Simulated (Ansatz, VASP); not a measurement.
One calculation of Zn2Cd3Se5, two programs

INCAR

```
PREC = Accurate ; ENCUT = 520
EDIFF = 1E-6 ; ISMEAR = 0
SIGMA = 0.1 ; LREAL = False
LASPH = True ; NELM = 100
ALGO = Normal ; ISIF = 2
LWAVE = False ; LCHARG = False
GGA = PE ; NBANDS = 56
```

File KPOINTS:

```
regular mesh
0
Gamma
  6 6 6
```

The input POSCAR:

```
Zn2Cd3Se5
1.0
   -2.0469745800      2.0469745800     14.4742960600
    2.0469745800     -2.0469745800     14.4742960600
    2.0469745800      2.0469745800    -14.4742960600
Zn Cd Se
2 3 5
Direct
    0.6000000000      0.6000000000      0.0000000000
    0.4000000000      0.4000000000      0.0000000000
    0.2000000000      0.2000000000      0.0000000000
    0.8000000000      0.8000000000      0.0000000000
    0.0000000000      0.0000000000      0.0000000000
    0.1500000000      0.6500000000      0.5000000000
    0.7500000000      0.2500000000      0.5000000000
    0.3500000000      0.8500000000      0.5000000000
    0.9500000000      0.4500000000      0.5000000000
    0.5500000000      0.0500000000      0.5000000000
```

Input for Ansatz:

```yaml
crystal:
  lattice:
    - [-2.04697458, 2.04697458, 14.47429606]
    - [2.04697458, -2.04697458, 14.47429606]
    - [2.04697458, 2.04697458, -14.47429606]
  atoms:
    - { symbol: Zn, position: [0.6, 0.6, 0.0] }
    - { symbol: Zn, position: [0.4, 0.4, 0.0] }
    - { symbol: Cd, position: [0.2, 0.2, 0.0] }
    - { symbol: Cd, position: [0.8, 0.8, 0.0] }
    - { symbol: Cd, position: [0.0, 0.0, 0.0] }
    - { symbol: Se, position: [0.15, 0.65, 0.5] }
    - { symbol: Se, position: [0.75, 0.25, 0.5] }
    - { symbol: Se, position: [0.35, 0.85, 0.5] }
    - { symbol: Se, position: [0.95, 0.45, 0.5] }
    - { symbol: Se, position: [0.55, 0.05, 0.5] }
basis:
  ecutwfc: 420
kpoints:
  mp_grid: { grid: [6, 6, 6] }
hamiltonian:
  xc: pbe
scf:
  occupations: { method: gaussian, width: 0.1 }
  lower_state_search: "off"
output:
  forces: true
  stress: true
  eigenvalues: true
```

Alike in both runs: task single point; functional PBE; k mesh 6 × 6 × 6; occupations gaussian, width 0.1 eV; no spin polarisation.

|  | VASP | Ansatz |
| --- | --- | --- |
| version | VASP 6.6.1 | Ansatz 0.2.0 |
| potentials or method | VASP PAW PBE potentials, release 64 (Zn, Cd, Se), cutoff 520 eV | scalar-relativistic, plane waves, PAW |
| valence electrons in the cell | 90 | 164 |

Ansatz gave:

| Quantity | Value |
| --- | --- |
| gap on the k mesh at the Fermi level (eV) | 0.94 |
| least direct gap on the mesh (eV) | 0.94 |
| pressure (GPa) | 8.1 |
| traceless stress, the component that is largest in VASP (GPa) | -0.06 |
| rms of the force components (eV/Å) | 0.569 |

Problem. Estimate VASP's values.

Solution. gap on the k mesh at the Fermi level (eV): 0.95; least direct gap on the mesh (eV): 0.95; pressure (GPa): 8.6; traceless stress, the component that is largest in VASP (GPa): -0.06; rms of the force components (eV/Å): 0.585.

Atom by atom the forces differ by 0.016 eV/Å (rms over components). VASP's potentials hold 90 valence electrons a cell and Ansatz's 164, so a difference there can come from the potentials and not from the codes.
